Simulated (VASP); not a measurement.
# I (P6_3/mmc) in VASP: notebook

I is run at these levels: LDA; tasks: single point.

Program: VASP 6.6.1. These are calculated values, not measurements. Logs are shortened: lines on timing, memory, paths and dates and some standing lists are left out, and cuts for length are marked.

### 1 The cell of the first run

It takes space group P6_3/mmc (No. 194, hexagonal). Conventional cell: a = 2.993 Å, b = 2.993 Å, c = 5.162 Å, α = 90.00°, β = 90.00°, γ = 120.00°. Within 3.9 Å of I (site symmetry -6m2) lie 12 I at 2.99 to 3.11 Å.

### 2 Single point, LDA

INCAR

```
PREC     = Accurate       # precision mode
ENCUT    = 520            # plane-wave cutoff, eV
EDIFF    = 1E-6           # SCF threshold, eV
ISMEAR   = -1             # smearing method
SIGMA    = 0.08           # smearing width, eV
LREAL    = F              # projectors in reciprocal space
LASPH    = T              # aspherical terms in the spheres
NELM     = 80             # most SCF steps
ALGO     = Normal         # electronic algorithm
ISIF     = 2              # what is computed and relaxed
LWAVE    = F              # write WAVECAR
LCHARG   = F              # write CHGCAR
GGA      = CA             # functional
NBANDS   = 14             # bands
```

KPOINTS

```
regular mesh
0
Gamma
  12 12 7
```

POSCAR

```
I
1.0
    2.9926400991      0.0000000000      0.0000000000
   -1.4963200495      2.5917023502      0.0000000000
    0.0000000000      0.0000000000      5.1617406421
I
2
Direct
    0.3333333333      0.6666666667      0.2500000000
    0.6666666667      0.3333333333      0.7500000000
```

Potentials or basis: VASP PAW LDA potentials, release 64 (I).

Command:

```bash
> cat potpaw_LDA.64/I/POTCAR > POTCAR
> mpirun -np 1 vasp_std > vasp.out
```

OUTCAR:

```text
PREC = Accurate
   ENCUT = 520
   EDIFF = 1E-6
   ISMEAR = -1
   LREAL = F
   LASPH = T
   NELM = 80
   ISIF = 2
   GGA = CA

 ion  position               nearest neighbor table
   1  0.333  0.667  0.250-   2 3.11   2 3.11   2 3.11   2 3.11   2 3.11   2 3.11
   2  0.667  0.333  0.750-   1 3.11   1 3.11   1 3.11   1 3.11   1 3.11   1 3.11

  LATTYP: Found a hexagonal cell.
 ALAT       =     2.9926400991
 C/A-ratio  =     1.7248116951

  Lattice vectors:

 A1 = (   2.9926400991,   0.0000000000,   0.0000000000)
 A2 = (  -1.4963200495,   2.5917023502,   0.0000000000)
 A3 = (   0.0000000000,   0.0000000000,   5.1617406421)

Analysis of symmetry for initial positions (statically):
=====================================================================
 Subroutine PRICEL returns:
 Original cell was already a primitive cell.

 Routine SETGRP: Setting up the symmetry group for a
 hexagonal supercell.

 Subroutine GETGRP returns: Found 24 space group operations
 (whereof 12 operations were pure point group operations)
 out of a pool of 24 trial point group operations.

The static configuration has the point symmetry D_3d.
 The point group associated with its full space group is D_6h.

Analysis of symmetry for dynamics (positions and initial velocities):
=====================================================================
 Subroutine PRICEL returns:
 Original cell was already a primitive cell.

 Routine SETGRP: Setting up the symmetry group for a
 hexagonal supercell.

 Subroutine GETGRP returns: Found 24 space group operations
 (whereof 12 operations were pure point group operations)
 out of a pool of 24 trial point group operations.

The dynamic configuration has the point symmetry D_3d.
 The point group associated with its full space group is D_6h.

 Subroutine INISYM returns: Found 24 space group operations
 (whereof 12 operations are pure point group operations),
 and found     1 'primitive' translations

----------------------------------------------------------------------------------------

                                     Primitive cell

  volume of cell :      40.0346

  direct lattice vectors                    reciprocal lattice vectors
     2.992640099  0.000000000  0.000000000     0.334153111  0.192923389  0.000000000
    -1.496320049  2.591702350  0.000000000     0.000000000  0.385846777  0.000000000
     0.000000000  0.000000000  5.161740642     0.000000000  0.000000000  0.193733097

  length of vectors
     2.992640099  2.992640099  5.161740642     0.385846777  0.385846777  0.193733097

  position of ions in fractional coordinates (direct lattice)
     0.333333333  0.666666667  0.250000000
     0.666666667  0.333333333  0.750000000

  ion indices of the primitive-cell ions
   primitive index   ion index
                 1           1
                 2           2

----------------------------------------------------------------------------------------

 KPOINTS: regular mesh

Automatic generation of k-mesh.
 Grid dimensions read from file:
 generate k-points for:   12   12    7

 Generating k-lattice:

  Cartesian coordinates                     Fractional coordinates (reciprocal lattice)
     0.027846093  0.016076949  0.000000000     0.083333333  0.000000000  0.000000000
     0.000000000  0.032153898  0.000000000     0.000000000  0.083333333  0.000000000
     0.000000000  0.000000000  0.027676157     0.000000000  0.000000000  0.142857143

  Length of vectors
     0.032153898  0.032153898  0.027676157

  Shift w.r.t. Gamma in fractional coordinates (k-lattice)
     0.000000000  0.000000000  0.000000000

 Subroutine IBZKPT returns following result:
 ===========================================

 Found     76 irreducible k-points:

 Following reciprocal coordinates:
            Coordinates               Weight
  0.000000  0.000000  0.000000      1.000000
  0.083333 -0.000000  0.000000      6.000000
  0.166667 -0.000000  0.000000      6.000000
  0.250000  0.000000  0.000000      6.000000
  0.333333 -0.000000  0.000000      6.000000
  0.416667 -0.000000  0.000000      6.000000
[... 16 lines left out ...]
  0.250000  0.000000  0.142857     12.000000
  0.333333 -0.000000  0.142857     12.000000
 [... further k-points ...]
   k-points           NKPTS =     76   k-points in BZ     NKDIM =     76   number of bands    NBANDS=     14
   number of dos      NEDOS =    301   number of ions     NIONS =      2
   total plane-waves  NPLWV =  23040
   dimension x,y,z NGX =    24 NGY =   24 NGZ =   40
   dimension x,y,z NGXF=    48 NGYF=   48 NGZF=   80
   ions per type =               2
   NGX,Y,Z   is equivalent  to a cutoff of  13.33, 13.33, 12.88 a.u.
   NGXF,Y,Z  is equivalent  to a cutoff of  26.66, 26.66, 25.77 a.u.
 SYSTEM =  unknown system
   PREC   = accura    normal or accurate (medium, high low for compatibility)
   ISTART =      0    job   : 0-new  1-cont  2-samecut
   ICHARG =      2    charge: 1-file 2-atom 10-const
   ISPIN  =      1    spin polarized calculation?
   LNONCOLLINEAR =      F non collinear calculations
   LSORBIT =      F    spin-orbit coupling
   LASPH  =      T    aspherical Exc in radial PAW
   ENCUT  =  520.0 eV  38.22 Ry    6.18 a.u.   5.56  5.56  9.60*2*pi/ulx,y,z
   NELM   =     80;   NELMIN=  2; NELMDL= -5     # of ELM steps
   EDIFF  = 0.1E-05   stopping-criterion for ELM
   LREAL  =      F    real-space projection
   EDIFFG = 0.1E-04   stopping-criterion for IOM
   NSW    =      0    number of steps for IOM
   IBRION =     -1    ionic relax: 0-MD 1-quasi-New 2-CG
   NFREE  =      0    steps in history (QN), initial steepest desc. (CG)
   ISIF   =      2    stress and relaxation
   ISYM   =      2    0-nonsym 1-usesym 2-fastsym
   POTIM  = 0.5000    time-step for ionic-motion
   TEBEG  =    0.0;   TEEND  =   0.0 temperature during run
   PSTRESS=    0.0 pullay stress
   NELECT =      14.0000    total number of electrons
   NUPDOWN=      -1.0000    fix difference up-down
   EMIN   =  10.00;   EMAX   =-10.00  energy-range for DOS
   EFERMI =   0.00;   METHOD = LEGACY
   ISMEAR =    -1;   SIGMA  =   0.08  broadening in eV -4-tet -1-fermi 0-gaus
   EFERMI_NEDOS =   21; number of points for ismear=-14 and -15
   IALGO  =     38    algorithm
   IMIX   =      4    mixing-type and parameters
     AMIX     =   0.40;   BMIX     =  1.00
     AMIX_MAG =   1.60;   BMIX_MAG =  1.00
  volume/ion in A,a.u.               =      20.02       135.08
  Fermi-wavevector in a.u.,A,eV,Ry     =   1.153380  2.179571 18.099618  1.330284
  Thomas-Fermi vector in A             =   2.290024
   LORBIT       =      0    0 simple, 1 ext, 2 COOP (PROOUT), +10 PAW based schemes
   GGA     = CA    functional components
   LHFCALC =     F    Hartree Fock is set to
   AEXX    =    0.0000 exact exchange contribution
   IVDW    =     0    specifies the selected vdW correction
   LEPSILON=     F    determine dielectric tensor
   LRPA    =     F    only Hartree local field effects (RPA)
 non-spin polarized calculation
  energy-cutoff  :      520.00
  volume of cell :       40.03
 maximum number of plane-waves:      1099
 NGX is ok and might be reduce to    24
   NGX = 11   NGY = 11   NGZ = 19

 number of electron      14.0000000 magnetization

 Free energy of the ion-electron system (eV)
  ---------------------------------------------------
  ext. energy  EPLUGINS =         0.00000000
  ---------------------------------------------------
  free energy    TOTEN  =        -1.02775291 eV

  energy without entropy =       -0.99721928  energy(sigma->0) =       -1.01248610

 E-fermi :  13.5010     XC(G=0): -11.9180

 val. band max:       13.4935923476   @ k =   0.2500   0.1667   0.1429
 cond. band min:      13.5242643117   @ k =   0.0833   0.0833   0.2857
 fundamental gap:      0.0306719641
 Fermi energy:        13.5010498498

 k-point     1 :       0.0000    0.0000    0.0000
  band No.  band energies     occupation
      1      -5.1807      2.00000
      2      -1.5175      2.00000
      3       3.8176      2.00000
      4      15.2100      0.00000
      5      15.2100      0.00000
      6      15.6275      0.00000
      7      16.8122      0.00000
      8      16.8122      0.00000
      9      21.2262      0.00000
     10      21.6431      0.00000
     11      23.3237      0.00000
     12      23.3237      0.00000
     13      23.4828      0.00000
     14      24.9389      0.00000

 k-point     2 :       0.0833   -0.0000    0.0000
  band No.  band energies     occupation
      1      -5.0281      2.00000
      2      -1.3794      2.00000
      3       3.9735      2.00000
      4      13.8351      0.03025
      5      14.6901      0.00000
      6      15.5978      0.00000
      7      15.9865      0.00000
      8      16.7891      0.00000
      9      21.0510      0.00000
     10      21.9939      0.00000
     11      22.6236      0.00000
     12      23.5512      0.00000
     13      23.7769      0.00000
     14      24.2754      0.00000

 k-point     3 :       0.1667   -0.0000    0.0000
  band No.  band energies     occupation
      1      -4.5727      2.00000
      2      -0.9734      2.00000
      3       4.4373      2.00000
      4      11.2821      2.00000
      5      13.7097      0.13722
      6      14.0201      0.00304
      7      15.3745      0.00000
      8      16.3784      0.00000
      9      19.5233      0.00000
     10      21.7623      0.00000
     11      22.6167      0.00000
     12      22.7365      0.00000
     13      24.4563      0.00000
     14      24.5825      0.00000

 k-point     4 :       0.2500    0.0000    0.0000
  band No.  band energies     occupation
      1      -3.8244      2.00000
      2      -0.3360      2.00000
      3       5.1944      2.00000
      4       8.6826      2.00000
      5      11.6804      2.00000
      6      12.7601      1.99981
      7      14.6037      0.00000
      8      15.6945      0.00000
      9      18.3145      0.00000
     10      20.4745      0.00000
     11      22.1321      0.00000
     12      23.2569      0.00000
     13      23.6385      0.00000
     14      23.7659      0.00000

 k-point     5 :       0.3333   -0.0000    0.0000
  band No.  band energies     occupation
      1      -2.8116      2.00000
      2       0.4085      2.00000
      3       6.2107      2.00000
      4       6.4397      2.00000
      5       9.3826      2.00000
      6      12.0139      2.00000
      7      13.1953      1.95718
      8      15.0509      0.00000
      9      17.5030      0.00000
     10      19.9958      0.00000
     11      21.6311      0.00000
[... 276 lines left out ...]
 k-point    22 :       0.1667   -0.0000    0.1429
  band No.  band energies     occupation
      1      -4.4649      2.00000
      2      -1.3315      2.00000
      3       5.0121      2.00000
      4      11.3858      2.00000
      5      13.6553      0.25381
      6      13.8063      0.04310
      7      14.7369      0.00000
      8      16.1836      0.00000
      9      19.5337      0.00000
     10      21.4022      0.00000
     11      22.1413      0.00000
     12      23.9550      0.00000
     13      24.3444      0.00000
     14      25.1391      0.00000

 k-point    23 :       0.2500    0.0000    0.1429
  band No.  band energies     occupation
      1      -3.7179      2.00000
      2      -0.6718      2.00000
      3       5.7113      2.00000
      4       8.8213      2.00000
      5      11.3256      2.00000
      6      12.8631      1.99931
      7      14.3657      0.00004
      8      15.4693      0.00000
      9      18.4040      0.00000
     10      19.9713      0.00000
     11      21.3497      0.00000
     12      23.9142      0.00000
     13      24.0251      0.00000
     14      25.4382      0.00000

 k-point    24 :       0.3333   -0.0000    0.1429
  band No.  band energies     occupation
      1      -2.7083      2.00000
      2       0.1267      2.00000
      3       6.0613      2.00000
      4       7.1828      2.00000
      5       9.0123      2.00000
      6      12.1198      2.00000
      7      13.3932      1.58769
      8      14.8155      0.00000
      9      17.6288      0.00000
     10      19.2667      0.00000
     11      20.9891      0.00000
     12      23.4684      0.00000
     13      23.4785      0.00000
     14      26.1440      0.00000

 [... further k-points ...]
[... 5 lines left out ...]
  --------------------------------------------------------------------------------------
  -------------------------------------------------------------------------------------
  Total       12.5763944     12.5763944     12.5850680      0.0000000     -0.0000000      0.0000000
  in kB      503.3046461    503.3046461    503.6517610      0.0000000     -0.0000000      0.0000000
  external PRESSURE =     503.4203510 kB  Pullay stress =       0.0000000 kB

 VOLUME and BASIS-vectors are now :
 -----------------------------------------------------------------------------
  energy-cutoff  :      520.00
  volume of cell :       40.03
      direct lattice vectors                 reciprocal lattice vectors
     2.992640099  0.000000000  0.000000000     0.334153111  0.192923389  0.000000000
    -1.496320049  2.591702350  0.000000000     0.000000000  0.385846777  0.000000000
     0.000000000  0.000000000  5.161740642     0.000000000  0.000000000  0.193733097

 POSITION                                       TOTAL-FORCE (eV/Angst)
 -----------------------------------------------------------------------------------
     -0.00000      1.72780      1.29044         0.000000     -0.000000      0.000000
      1.49632      0.86390      3.87131        -0.000000      0.000000      0.000000
 -----------------------------------------------------------------------------------
    total drift:                               -0.000000      0.000000      0.000000

  FREE ENERGIE OF THE ION-ELECTRON SYSTEM (eV)
  ---------------------------------------------------
  free  energy   TOTEN  =        -1.0277529133 eV

  energy  without entropy=       -0.9972192770  energy(sigma->0) =       -1.01248610
```

It took 10 s on 1 thread of Intel Xeon 6975P-C (Granite Rapids), shared host; peak memory 0.16 GiB.

Results:

```yaml
Free_energy: -1.0278 eV
Pressure: 50.3 GPa
Band_gap_on_the_k_mesh: zero (bands 7 and 8 overlap by 6.89 eV)
```

Caveat: the cell stands under pressure; spin-orbit coupling is left out, which moves the levels of the heavy elements.

### 3 Single point, LDA (20.02 Å³/atom)

INCAR

```
PREC = Accurate
ENCUT = 520
EDIFF = 1E-6
ISMEAR = -1
SIGMA = 0.08
LREAL = False
LASPH = True
NELM = 60
ALGO = Normal
ISIF = 2
LWAVE = False
LCHARG = True
LELF = True
LVHAR = True
NBANDS = 14
```

KPOINTS

```
Automatic mesh
0
Gamma
  12 12 7
```

POSCAR is that of step 2.

Potentials or basis: VASP PAW LDA potentials, release 64 (I).

Command:

```bash
> cat potpaw_LDA.64/I/POTCAR > POTCAR
> mpirun -np 1 vasp_std > vasp.out
```

Run time: 11 s. Hardware: 1 thread of Intel Xeon 6975P-C (Granite Rapids), shared host; peak memory 0.16 GiB.

It converged, with:

| Property | Result |
| --- | --- |
| Free energy | -1.0278 eV |
| Pressure | 50.3 GPa |
| Band gap on the k mesh | zero (bands 7 and 8 overlap by 6.89 eV) |

Levels at points of the mesh, in eV from the Fermi level:
```
           k point  band 3  band 4  band 5  band 6  band 7  band 8  band 9  band 10  band 11  band 12
(0.00, 0.00, 0.00)   -9.68    1.71    1.71    2.13    3.31    3.31    7.73     8.14     9.82     9.82
(0.50, 0.00, 0.00)   -8.52   -7.17   -5.38   -2.81   -2.12    0.96    3.38     6.34     7.72     9.09
```

Caveat: the cell stands under pressure; spin-orbit coupling is left out, which moves the levels of the heavy elements.

### 4 Single point, LDA

This run uses another cell than the first one, of 22.69 Å³/atom.

INCAR

```
SYSTEM = I
ALGO = Normal ; EDIFF = 1E-7
ENCUT = 520 ; GGA = CA
ISIF = 2 ; ISMEAR = -1
LASPH = .TRUE. ; LCHARG = .TRUE.
LELF = .TRUE. ; LREAL = .FALSE.
LVHAR = .TRUE. ; LWAVE = .FALSE.
NBANDS = 14 ; NELM = 100
PREC = Accurate ; SIGMA = 0.08
```

KPOINTS

```
k-points
0
G
  12 12 7
  0 0 0
```

POSCAR

```
I
1.0
    3.1098875249      0.0000000000      0.0000000000
   -1.5549437624      2.6932415995      0.0000000000
    0.0000000000      0.0000000000      5.4171823985
I
2
Direct
    0.3333333333      0.6666666667      0.2500000000
    0.6666666667      0.3333333333      0.7500000000
```

Command:

```bash
> cat potpaw_LDA.64/I/POTCAR > POTCAR
> mpirun -np 1 vasp_std > vasp.out
```

Run time: 12 s. Hardware: 1 thread of Intel Xeon 6975P-C (Granite Rapids), shared host; peak memory 0.16 GiB.

The run converged. Its results:

```
Free energy            : -2.2818 eV
Pressure               : 27.1 GPa
Band gap on the k mesh : zero (bands 7 and 8 overlap by 5.64 eV)
```

Stress tensor (GPa, compression positive):
```
27.03  0.00  0.00
 0.00 27.03  0.00
 0.00  0.00 27.23
```

Levels at points of the mesh, in eV from the Fermi level:
```
           k point  band 3  band 4  band 5  band 6  band 7  band 8  band 9  band 10  band 11  band 12
(0.00, 0.00, 0.00)   -8.27    1.49    1.49    1.56    2.74    2.74    7.61     8.16     9.80     9.80
(0.50, 0.00, 0.00)   -7.54   -6.30   -4.47   -2.14   -1.69    0.75    3.95     6.20     7.50     9.27
```

Caveat: the cell stands under pressure; spin-orbit coupling is left out, which moves the levels of the heavy elements.
